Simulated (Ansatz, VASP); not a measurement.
**Two plane-wave programs on InP**

```
CELL_PARAMETERS angstrom
0.00000 2.95198 2.95198
2.95198 0.00000 2.95198
2.95198 2.95198 0.00000
ATOMIC_POSITIONS crystal
In 0.00000 0.00000 0.00000
P 0.25000 0.25000 0.25000
```

Alike in both runs: task single point; functional PBE; k mesh 2 × 2 × 2; occupations gaussian, width 0.1 eV; collinear spin.

```csv
,VASP,Ansatz
version,VASP 6.6.1,Ansatz 0.2.0
potentials or method,"VASP PAW PBE potentials, release 64 (In_d, P), cutoff 500 eV","scalar-relativistic, plane waves, PAW"
valence electrons in the cell,18,18
```

```csv
,VASP,Ansatz,Ansatz less VASP
gap on the k mesh at the Fermi level (eV),0.48,0.49,+0.005
least direct gap on the mesh (eV),0.48,0.49,+0.005
pressure (GPa),5.5,5.6,+0.03
net moment per atom (μB),0.00,0.00,0.000
```

Ansatz's warnings: seeded moment not kept.

The k mesh is coarse, so the values compare programs but aren't converged.
